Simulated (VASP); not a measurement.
Input of a VASP 6.6.1 run:

INCAR

```
SYSTEM = VH3
PREC     = Accurate       ! precision mode
ENCUT    = 520            ! plane-wave cutoff, eV
EDIFF    = 1E-6           ! SCF threshold, eV
ISMEAR   = 0              ! smearing method
SIGMA    = 0.1            ! smearing width, eV
LREAL    = .False.        ! projectors in reciprocal space
LASPH    = .True.         ! aspherical terms in the spheres
NELM     = 150            ! most SCF steps
ALGO     = Normal         ! electronic algorithm
ISIF     = 2              ! what is computed and relaxed
LWAVE    = .False.        ! write WAVECAR
LCHARG   = .True.         ! write CHGCAR
ISPIN    = 2              ! spin polarisation
MAGMOM   = 2 2 0 0 0 0 0 0 ! initial moments
LORBIT   = 11             ! projections on sites
LMAXMIX  = 4              ! l up to which the mixer works
GGA      = PE             ! functional
LELF     = .True.         ! ELF
LVHAR    = .True.       
NBANDS   = 30             ! bands
```

The input KPOINTS:

```
regular mesh
0
Gamma
  6 6 6
  0 0 0
```

POSCAR

```
VH3
1.0
    4.4944731697      0.0000000000      0.0000000000
   -2.2472365848      3.8923279416      0.0000000000
    0.0000000000      0.0000000000      3.6075081813
V H
2 6
Direct
    0.3333333333      0.6666666667      0.2500000000
    0.6666666667      0.3333333333      0.7500000000
    0.8330000000      0.6660000000      0.2500000000
    0.1670000000      0.8330000000      0.7500000000
    0.3340000000      0.1670000000      0.2500000000
    0.1670000000      0.3340000000      0.7500000000
    0.8330000000      0.1670000000      0.2500000000
    0.6660000000      0.8330000000      0.7500000000
```

Potentials or basis: VASP PAW PBE potentials, release 64 (V_sv, H).

Command:

```sh
$ cat potpaw_PBE.64/V_sv/POTCAR potpaw_PBE.64/H/POTCAR > POTCAR
$ mpirun -np 1 vasp_std > vasp.out
```

**Question.** Predict the pressure.

**Answer.** -26.0 GPa.

**Question.** What does it give for the net moment?

**Answer.** 4.11 μB per cell.

**Question.** Estimate the site moments.

**Answer.** V +2.05; H -0.05 μB.

**Question.** Estimate the largest force.

**Answer.** 0.606 eV/Å.

Forces on the atoms (eV/Å):
```
V    0.000  0.000  0.000
V    0.000  0.000  0.000
H    0.000 -0.606  0.000
H    0.525 -0.303  0.000
H    0.525  0.303  0.000
H    0.000  0.606  0.000
H   -0.525  0.303  0.000
H   -0.525 -0.303  0.000
```

Caveat: the cell stands under tension.
